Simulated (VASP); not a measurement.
**H3CCl: single point with PBE+D3(BJ)**

The system is H3CCl.

```xyz
40
Lattice="8.3815 0.0000 0.0000 0.0000 8.3815 0.0000 0.0000 0.0000 8.3815" Properties=species:S:1:pos:R:3 pbc="T T T"
C     4.3272    2.3882    7.2326
C     0.8756    0.6162    6.9359
C     6.8215    6.0168    2.2710
C     4.5732    7.2643    7.4862
C     0.7551    0.5677    3.5291
C     1.0766    4.0606    4.2748
C     4.8758    2.9634    2.6500
C     1.5050    5.8708    0.3980
Cl    4.6611    3.9839    6.4773
Cl    1.1014    0.6739    8.7297
Cl    5.7845    7.4247    2.6972
Cl    6.2166    7.3448    6.7783
Cl    1.8098   -0.8779    3.7893
Cl    0.4542    3.9969    5.9580
Cl    4.0682    1.7087    3.6409
Cl    1.1801    4.1580    0.8807
H     4.1054    1.6775    6.4217
H     5.2338    2.0800    7.7709
H     3.4665    2.4938    7.9102
H    -0.1140    1.0307    6.7139
H     1.6609    1.2268    6.4834
H     0.9496   -0.4279    6.6184
H     6.7821    5.8688    1.1848
H     7.8511    6.2226    2.5994
H     6.4305    5.1401    2.8063
H     3.8487    7.4132    6.6785
H     4.4487    6.2696    7.9237
H     4.4809    8.0389    8.2545
H     0.5229    0.9909    4.5125
H     1.3317    1.2875    2.9296
H    -0.1585    0.2436    3.0191
H     1.2289    5.1109    4.0141
H     2.0218    3.5104    4.2407
H     0.3373    3.6100    3.6077
H     4.4523    3.9375    2.9131
H     5.9509    2.9243    2.8653
H     4.6837    2.7338    1.5964
H     2.2334    6.3006    1.0957
H     1.8825    5.8440   -0.6302
H     0.5633    6.4222    0.4488
```

| Item | Value |
| --- | --- |
| Program | VASP 6.6.1 |
| Task | single point |
| Functional | PBE |
| Dispersion | D3(BJ) |
| Potentials or basis | VASP PAW PBE potentials, release 64 (C, Cl, H) |
| Cutoff | 520 eV |
| k mesh | 1 × 1 × 1 |
| Occupations | fermi-dirac, width 0.05 eV |
| Spin | no spin polarisation |

```json
{
 "Pressure": "-0.5 GPa",
 "Largest force": "0.319 eV/Å",
 "Band gap on the k mesh": "5.70 eV",
 "Dispersion energy per atom": "-0.055 eV"
}
```

Forces in eV/Å, atoms in the order of the input:
```
C   -0.013  0.095 -0.064
C   -0.058 -0.013  0.164
C   -0.038  0.047  0.142
C    0.058  0.035 -0.035
C    0.242 -0.099 -0.045
C   -0.006 -0.032  0.088
C   -0.025 -0.142  0.121
C    0.044 -0.169  0.027
Cl  -0.021 -0.206  0.139
Cl   0.003  0.090 -0.259
Cl   0.127 -0.195 -0.046
Cl  -0.104  0.016  0.028
Cl  -0.175  0.265 -0.029
Cl   0.043  0.004 -0.049
Cl   0.083  0.133 -0.123
Cl   0.023  0.066 -0.119
H    0.078  0.100  0.120
H   -0.123  0.003 -0.064
H    0.130  0.004 -0.104
H    0.107 -0.039  0.057
H    0.006  0.008  0.014
H   -0.014  0.080  0.034
H   -0.012 -0.006  0.082
H   -0.205 -0.003 -0.058
H    0.113  0.177 -0.123
H    0.010  0.017  0.029
H   -0.010  0.006 -0.013
H    0.003 -0.028 -0.020
H   -0.003  0.007 -0.003
H   -0.117 -0.122  0.130
H    0.040  0.025  0.030
H   -0.012  0.002 -0.037
H   -0.004 -0.017 -0.028
H   -0.004 -0.011 -0.028
H    0.025 -0.015  0.020
H   -0.125  0.016 -0.016
H    0.007  0.015  0.007
H   -0.081 -0.076 -0.066
H   -0.013  0.002  0.108
H    0.021 -0.040 -0.010
```

Stress tensor (GPa, compression positive):
```
-0.55  0.16 -0.08
 0.16 -0.35  0.07
-0.08  0.07 -0.64
```

Levels at points of the mesh, in eV from the valence-band top:
```
           k point  band 54  band 55  band 56  band 57  band 58  band 59
(0.00, 0.00, 0.00)    -0.19    -0.04     0.00     5.70     5.81     5.95
```

It took 3.4 min on 1 thread of Intel Xeon 8259CL (shared host), peak memory 0.54 GiB.

Caveat: the k points lie up to 0.75 Å⁻¹ apart.
